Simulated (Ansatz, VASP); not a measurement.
## TiAl: VASP beside Ansatz

```
CELL_PARAMETERS angstrom
2.86860 0.00000 0.00000
-1.43430 2.48428 0.00000
0.00000 0.00000 4.63387
ATOMIC_POSITIONS crystal
Ti 0.00000 0.00000 0.00000
Al 0.33333 0.66667 0.50000
```

Alike in both runs: functional r2SCAN; k mesh 18 × 18 × 10; occupations gaussian, width 0.1 eV; no spin polarisation.

Ansatz relaxed the structure, and its values are those at the end. VASP's run is a single point on that final structure, the one shown.

```csv
,VASP,Ansatz
version,VASP 6.6.1,Ansatz 0.2.0
potentials or method,"VASP PAW PBE potentials, release 64 (Ti_sv, Al), cutoff 520 eV","scalar-relativistic, plane waves, PAW"
valence electrons in the cell,15,15
```

VASP gave:

```
gap on the k mesh at the Fermi level (eV) : none
pressure (GPa)                            : 0.1
```

Q: What did Ansatz give for the same quantities?

A: gap on the k mesh at the Fermi level (eV): none; pressure (GPa): 0.0.

VASP's potentials were made for PBE, not for r2SCAN. A gap of «none» marks a metal or a gap that the smearing closes. The functional is the same, so the differences come from potentials, cutoffs and numerics.
